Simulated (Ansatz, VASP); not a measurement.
**Two plane-wave programs on InB3As4**

File POSCAR:

```
InB3As4
1.0
    6.0029974608     -1.7849602565      0.0320537657
    6.0029974608      1.7849602565      0.0320537657
   -1.0584566544      0.0000000000      6.3108617718
B In As
3 1 4
Direct
   -0.0087919694     -0.0087919694     -0.0156041118
    0.5058173841      0.5058173841      0.5149921188
    0.2540636475      0.2540636475      0.7483686720
    0.7455176510      0.7455176510      0.2467900256
    0.5321159783      0.5321159783      0.1760074661
    0.0724457761      0.0724457761      0.6882805511
    0.8161655584      0.8161655584      0.9009374645
    0.3326659741      0.3326659741      0.4902278138
```

Contents of INCAR.step1:

```
PREC = Accurate
ENCUT = 520
ISMEAR = -1
SIGMA = 0.02
LREAL = F
LASPH = T
NELM = 60
NBANDS = 31
GGA = PE
ALGO = Normal
EDIFF = 1E-4
LWAVE = T
LCHARG = F
```

INCAR.step2

```
PREC = Accurate
ENCUT = 520
EDIFF = 1E-7
ISMEAR = -1
SIGMA = 0.02
LREAL = F
LASPH = T
NELM = 60
ALGO = Normal
ISIF = 2
LWAVE = F
LCHARG = T
METAGGA = R2SCAN
LMIXTAU = T
LELF = T
LVHAR = T
NBANDS = 31
ISTART = 1
```

KPOINTS

```
regular mesh
0
Gamma
  8 8 4
```

Input for Ansatz:

```yaml
crystal:
  lattice:
    - [6.0029974608, -1.7849602565, 0.0320537657]
    - [6.0029974608, 1.7849602565, 0.0320537657]
    - [-1.0584566544, 0.0, 6.3108617718]
  atoms:
    - { symbol: B, position: [-0.0087919694, -0.0087919694, -0.0156041118] }
    - { symbol: B, position: [0.5058173841, 0.5058173841, 0.5149921188] }
    - { symbol: B, position: [0.2540636475, 0.2540636475, 0.748368672] }
    - { symbol: In, position: [0.745517651, 0.745517651, 0.2467900256] }
    - { symbol: As, position: [0.5321159783, 0.5321159783, 0.1760074661] }
    - { symbol: As, position: [0.0724457761, 0.0724457761, 0.6882805511] }
    - { symbol: As, position: [0.8161655584, 0.8161655584, 0.9009374645] }
    - { symbol: As, position: [0.3326659741, 0.3326659741, 0.4902278138] }
kpoints:
  mp_grid: { grid: [8, 8, 4] }
  band_path:
    path:
      - [0.0, 0.0, 0.0]
      - [-0.2726846076, 0.2726846076, 0.0]
      - [0.2726846076, 0.7273153924, 0.0]
      - [0.5, 0.5, 0.0]
      - [0.5, 0.5, -0.5]
      - [0.2658686665, 0.7341313335, -0.5]
      - [-0.2658686665, 0.2658686665, -0.5]
      - [0.0, 0.0, -0.5]
      - [0.0, 0.5, -0.5]
    npoints: 1
hamiltonian:
  xc: r2scan
scf:
  occupations: { method: fermi_dirac, width: 0.02 }
  n_extra_bands: 6
output:
  forces: true
  stress: true
  eigenvalues: true
```

Alike in both runs: task single point; functional r2SCAN; k mesh 8 × 8 × 4; occupations fermi-dirac, width 0.02 eV; no spin polarisation.

|  | VASP | Ansatz |
| --- | --- | --- |
| version | VASP 6.6.1 | Ansatz 0.2.0 |
| potentials or method | VASP PAW PBE potentials, release 64 (B, In_d, As) | plane waves, PAW |
| plane-wave cutoff (eV) | 520 | 500 |
| valence electrons in the cell | 42 | 82 |

|  | VASP | Ansatz | Ansatz less VASP |
| --- | --- | --- | --- |
| pressure (GPa) | 0.1 | 0.0 | -0.09 |
| traceless stress, the component that is largest in VASP (GPa) | -0.07 | -0.06 | +0.010 |
| rms of the force components (eV/Å) | 0.007 | 0.004 | -0.0040 |

VASP's potentials were made for PBE, not for r2SCAN. Atom by atom the forces differ by 0.007 eV/Å (rms over components). VASP's potentials hold 42 valence electrons a cell and Ansatz's 82, so a difference there can come from the potentials and not from the codes.
